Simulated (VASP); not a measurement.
# O (C2/m) in VASP: a series of runs

Runs on O. Level: PBE. Tasks: electric field gradients.

All numbers are computed with VASP 6.6.1; they aren't measurements. Logs are shortened: lines on timing, memory, paths and dates and some standing lists are left out, and cuts for length are marked.

### Step 1. The cell of the first run

It takes space group C2/m (No. 12, monoclinic). The conventional cell has a = 5.294 Å, b = 3.360 Å, c = 4.146 Å, α = 90.00°, β = 117.67°, γ = 90.00°. Within 1.5 Å of O (site symmetry m) lie 1 O at 1.13 Å.

### Step 2. Electric field gradients, PBE (16.33 Å³/atom)

Contents of INCAR:

```
PREC = Accurate
ENCUT = 520
EDIFF = 1E-8
ISMEAR = -1
SIGMA = 0.01
LREAL = F
LASPH = T
NELM = 60
ALGO = Normal
ISIF = 2
LWAVE = F
LCHARG = F
GGA = PE
LEFG = T
NBANDS = 13
```

Contents of KPOINTS:

```
regular mesh
0
Gamma
  11 11 8
```

Contents of POSCAR:

```
O
1.0
    2.6468210008     -1.6797981144      0.0000000000
    2.6468210008      1.6797981144      0.0000000000
   -1.9252181375      0.0000000000      3.6721297957
O
2
Direct
    0.0640000000      0.0640000000      0.1530000000
    0.9360000000      0.9360000000      0.8470000000
```

Potentials or basis: VASP PAW PBE potentials, release 64 (O).

Launch:

```
$ cat potpaw_PBE.64/O/POTCAR > POTCAR
$ mpirun -np 1 vasp_std > vasp.out
```

OUTCAR:

```text
PREC = Accurate
   ENCUT = 520
   EDIFF = 1E-8
   ISMEAR = -1
   LREAL = F
   LASPH = T
   NELM = 60
   ISIF = 2
   GGA = PE

 ion  position               nearest neighbor table
   1  0.064  0.064  0.153-   2 1.13
   2  0.936  0.936  0.847-   1 1.13

  LATTYP: Found a base centered monoclinic cell.
 ALAT       =     5.2936420016
 B/A-ratio  =     0.6346474181
 C/A-ratio  =     0.7832421112
 COS(beta)  =    -0.4643327837

  Lattice vectors:

 A1 = (   2.6468210008,  -1.6797981144,   0.0000000000)
 A2 = (   2.6468210008,   1.6797981144,   0.0000000000)
 A3 = (  -1.9252181375,   0.0000000000,   3.6721297957)

Analysis of symmetry for initial positions (statically):
=====================================================================
 Subroutine PRICEL returns:
 Original cell was already a primitive cell.

 Routine SETGRP: Setting up the symmetry group for a
 base centered monoclinic supercell.

 Subroutine GETGRP returns: Found  4 space group operations
 (whereof  4 operations were pure point group operations)
 out of a pool of  4 trial point group operations.

The static configuration has the point symmetry C_2h.

Analysis of symmetry for dynamics (positions and initial velocities):
=====================================================================
 Subroutine PRICEL returns:
 Original cell was already a primitive cell.

 Routine SETGRP: Setting up the symmetry group for a
 base centered monoclinic supercell.

 Subroutine GETGRP returns: Found  4 space group operations
 (whereof  4 operations were pure point group operations)
 out of a pool of  4 trial point group operations.

The dynamic configuration has the point symmetry C_2h.

 Subroutine INISYM returns: Found  4 space group operations
 (whereof  4 operations are pure point group operations),
 and found     1 'primitive' translations

----------------------------------------------------------------------------------------

                                     Primitive cell

  volume of cell :      32.6535

  direct lattice vectors                    reciprocal lattice vectors
     2.646821001 -1.679798114  0.000000000     0.188905861 -0.297654817  0.099039252
     2.646821001  1.679798114  0.000000000     0.188905861  0.297654817  0.099039252
    -1.925218137  0.000000000  3.672129796     0.000000000  0.000000000  0.272321529

  length of vectors
     3.134865725  3.134865725  4.146203337     0.366186548  0.366186548  0.272321529

  position of ions in fractional coordinates (direct lattice)
     0.064000000  0.064000000  0.153000000
     0.936000000  0.936000000  0.847000000

  ion indices of the primitive-cell ions
   primitive index   ion index
                 1           1
                 2           2

----------------------------------------------------------------------------------------

 KPOINTS: regular mesh

Automatic generation of k-mesh.
 Grid dimensions read from file:
 generate k-points for:   11   11    8

 Generating k-lattice:

  Cartesian coordinates                     Fractional coordinates (reciprocal lattice)
     0.017173260 -0.027059529  0.009003568     0.090909091  0.000000000  0.000000000
     0.017173260  0.027059529  0.009003568     0.000000000  0.090909091  0.000000000
     0.000000000  0.000000000  0.034040191     0.000000000  0.000000000  0.125000000

  Length of vectors
     0.033289686  0.033289686  0.034040191

  Shift w.r.t. Gamma in fractional coordinates (k-lattice)
     0.000000000  0.000000000  0.000000000

 Subroutine IBZKPT returns following result:
 ===========================================

 Found    270 irreducible k-points:

 Following reciprocal coordinates:
            Coordinates               Weight
  0.000000  0.000000  0.000000      1.000000
  0.090909  0.000000 -0.000000      4.000000
  0.181818 -0.000000  0.000000      4.000000
  0.272727  0.000000  0.000000      4.000000
  0.363636  0.000000  0.000000      4.000000
  0.454545 -0.000000  0.000000      4.000000
[... 16 lines left out ...]
 -0.272727  0.181818  0.000000      4.000000
 -0.181818  0.181818  0.000000      2.000000
 [... further k-points ...]
   k-points           NKPTS =    270   k-points in BZ     NKDIM =    270   number of bands    NBANDS=     13
   number of dos      NEDOS =    301   number of ions     NIONS =      2
   total plane-waves  NPLWV =  18432
   dimension x,y,z NGX =    24 NGY =   24 NGZ =   32
   dimension x,y,z NGXF=    48 NGYF=   48 NGZF=   64
   ions per type =               2
   NGX,Y,Z   is equivalent  to a cutoff of  12.73, 12.73, 12.83 a.u.
   NGXF,Y,Z  is equivalent  to a cutoff of  25.46, 25.46, 25.66 a.u.
 SYSTEM =  unknown system
   PREC   = accura    normal or accurate (medium, high low for compatibility)
   ISTART =      0    job   : 0-new  1-cont  2-samecut
   ICHARG =      2    charge: 1-file 2-atom 10-const
   ISPIN  =      1    spin polarized calculation?
   LNONCOLLINEAR =      F non collinear calculations
   LSORBIT =      F    spin-orbit coupling
   LASPH  =      T    aspherical Exc in radial PAW
   ENCUT  =  520.0 eV  38.22 Ry    6.18 a.u.   5.83  5.83  7.71*2*pi/ulx,y,z
   NELM   =     60;   NELMIN=  2; NELMDL= -5     # of ELM steps
   EDIFF  = 0.1E-07   stopping-criterion for ELM
   LREAL  =      F    real-space projection
   EDIFFG = 0.1E-06   stopping-criterion for IOM
   NSW    =      0    number of steps for IOM
   IBRION =     -1    ionic relax: 0-MD 1-quasi-New 2-CG
   NFREE  =      0    steps in history (QN), initial steepest desc. (CG)
   ISIF   =      2    stress and relaxation
   ISYM   =      2    0-nonsym 1-usesym 2-fastsym
   POTIM  = 0.5000    time-step for ionic-motion
   TEBEG  =    0.0;   TEEND  =   0.0 temperature during run
   PSTRESS=    0.0 pullay stress
   NELECT =      12.0000    total number of electrons
   NUPDOWN=      -1.0000    fix difference up-down
   EMIN   =  10.00;   EMAX   =-10.00  energy-range for DOS
   EFERMI =   0.00;   METHOD = LEGACY
   ISMEAR =    -1;   SIGMA  =   0.01  broadening in eV -4-tet -1-fermi 0-gaus
   EFERMI_NEDOS =   21; number of points for ismear=-14 and -15
   IALGO  =     38    algorithm
   IMIX   =      4    mixing-type and parameters
     AMIX     =   0.40;   BMIX     =  1.00
     AMIX_MAG =   1.60;   BMIX_MAG =  1.00
  volume/ion in A,a.u.               =      16.33       110.18
  Fermi-wavevector in a.u.,A,eV,Ry     =   1.172624  2.215938 18.708643  1.375046
  Thomas-Fermi vector in A             =   2.309049
   LORBIT       =      0    0 simple, 1 ext, 2 COOP (PROOUT), +10 PAW based schemes
   GGA     = PE    functional components
   LHFCALC =     F    Hartree Fock is set to
   AEXX    =    0.0000 exact exchange contribution
   IVDW    =     0    specifies the selected vdW correction
   LEPSILON=     F    determine dielectric tensor
   LRPA    =     F    only Hartree local field effects (RPA)
 non-spin polarized calculation
  energy-cutoff  :      520.00
  volume of cell :       32.65
 maximum number of plane-waves:       893
   NGX = 11   NGY = 11   NGZ = 15

 number of electron      11.9999993 magnetization

 Free energy of the ion-electron system (eV)
  ---------------------------------------------------
  ext. energy  EPLUGINS =         0.00000000
  ---------------------------------------------------
  free energy    TOTEN  =        -8.69634473 eV

  energy without entropy =       -8.69508601  energy(sigma->0) =       -8.69571537

 E-fermi :  -0.8557     XC(G=0):  -7.6291

 val. band max:       -0.8569297172   @ k =  -0.3636   0.1818   0.1250
 cond. band min:      -0.8544227743   @ k =  -0.4545   0.2727   0.5000
 fundamental gap:      0.0025069430
 Fermi energy:        -0.8557078341

 k-point     1 :       0.0000    0.0000    0.0000
  band No.  band energies     occupation
      1     -30.5402      2.00000
      2     -14.7552      2.00000
      3      -9.8255      2.00000
      4      -9.0012      2.00000
      5      -8.9202      2.00000
      6      -0.6277      0.00000
      7      -0.4854      0.00000
      8       5.2471      0.00000
      9      11.6123      0.00000
     10      12.1550      0.00000
     11      15.1353      0.00000
     12      16.4315      0.00000
     13      17.9481      0.00000
[... 353 lines left out ...]
 k-point    24 :      -0.1818    0.1818    0.0000
  band No.  band energies     occupation
      1     -30.4788      2.00000
      2     -14.7196      2.00000
      3      -9.8909      2.00000
      4      -9.1813      2.00000
      5      -9.0493      2.00000
      6      -1.0194      2.00000
      7      -0.7904      0.00291
      8       6.8512      0.00000
      9      11.5190      0.00000
     10      13.1340      0.00000
     11      13.2535      0.00000
     12      14.8227      0.00000
     13      16.2005      0.00000

 [... further k-points ...]
[... 5 lines left out ...]
  --------------------------------------------------------------------------------------
  -------------------------------------------------------------------------------------
  Total       -1.1411048     -0.8477566     12.5901116      0.0000000      0.0000000      0.7192042
  in kB      -55.9894789    -41.5960483    617.7467684      0.0000000      0.0000000     35.2884927
  external PRESSURE =     173.3870804 kB  Pullay stress =       0.0000000 kB

 VOLUME and BASIS-vectors are now :
 -----------------------------------------------------------------------------
  energy-cutoff  :      520.00
  volume of cell :       32.65
      direct lattice vectors                 reciprocal lattice vectors
     2.646821001 -1.679798114  0.000000000     0.188905861 -0.297654817  0.099039252
     2.646821001  1.679798114  0.000000000     0.188905861  0.297654817  0.099039252
    -1.925218137  0.000000000  3.672129796     0.000000000  0.000000000  0.272321529

 POSITION                                       TOTAL-FORCE (eV/Angst)
 -----------------------------------------------------------------------------------
      0.04423      0.00000      0.56184         0.633495      0.000000     11.213494
      3.32419      0.00000      3.11029        -0.633495      0.000000    -11.213494
 -----------------------------------------------------------------------------------
    total drift:                               -0.000000     -0.000000      0.000000

  FREE ENERGIE OF THE ION-ELECTRON SYSTEM (eV)
  ---------------------------------------------------
  free  energy   TOTEN  =        -8.6963447313 eV

  energy  without entropy=       -8.6950860075  energy(sigma->0) =       -8.69571537

 Electric field gradients (V/A^2)
---------------------------------------------------------------------
 ion       V_xx      V_yy      V_zz      V_xy      V_xz      V_yz
---------------------------------------------------------------------
   1     -48.124   -57.077   105.201     0.000    12.156    -0.000
   2     -48.124   -57.077   105.201    -0.000    12.156     0.000
---------------------------------------------------------------------

 Electric field gradients after diagonalization (V/A^2)
 (convention: |V_zz| > |V_xx| > |V_yy|)
----------------------------------------------------------------------
 ion       V_xx      V_yy      V_zz     asymmetry (V_yy - V_xx)/ V_zz
----------------------------------------------------------------------
   1     -57.077   -49.082   106.159       0.075
   2     -57.077   -49.082   106.159       0.075
----------------------------------------------------------------------

           NMR quadrupolar parameters

 Cq : quadrupolar parameter    Cq=e*Q*V_zz/h
 eta: asymmetry parameters     (V_yy - V_xx)/ V_zz
 Q  : nuclear electric quadrupole moment in mb (millibarn)
----------------------------------------------------------------------
 ion       Cq(MHz)       eta       Q (mb)
----------------------------------------------------------------------
   1       0.257       0.075       1.000
   2       0.257       0.075       1.000
----------------------------------------------------------------------
```

Run time: 2.7 min. Hardware: 1 thread of Oxide Virtual Turin-like, shared host; peak memory 0.17 GiB.

Results:

```
Free energy                             : -8.6963 eV
Pressure                                : 17.3 GPa
Largest force                           : 11.231 eV/Å
Band gap on the k mesh                  : zero (bands 6 and 7 overlap by 0.68 eV)
Largest electric field gradient by atom : O +106.2 V/Å²
```

Forces on the atoms (eV/Å):
```
O     0.633   0.000  11.213
O    -0.633   0.000 -11.213
```

Stress tensor (GPa, compression positive):
```
-5.60  0.00  3.53
 0.00 -4.16  0.00
 3.53  0.00 61.77
```

Levels at points of the mesh, in eV from the Fermi level:
```
           k point  band 2  band 3  band 4  band 5  band 6  band 7  band 8  band 9  band 10  band 11
(0.00, 0.00, 0.00)  -13.90   -8.97   -8.15   -8.06    0.23    0.37    6.10   12.47    13.01    15.99
(0.00, 0.00, 0.50)  -14.41   -8.21   -8.09   -7.99    0.45    0.45    6.99    7.03    13.94    16.16
```

Electric field gradients, principal values (V/Å²):
```csv
atom,least,middle,greatest (by size)
1 O,-49.082,-57.077,106.159
2 O,-49.082,-57.077,106.159
```

Caveat: the standard files for N, O and F lose accuracy on very short bonds; spin is off for a triplet molecule; the stress differs along the axes, from -6 to 62 GPa; this functional lacks dispersion, which holds the molecules together, so the pressure and a relaxed volume are unreliable; without QUAD_EFG the Cq values of the log hold for a quadrupole moment of 1 mb, not for the nuclei; forces of over 1 eV/Å act on the atoms, so gaps and moduli don't describe the material at rest.

(Continued in part 2 of 2.)
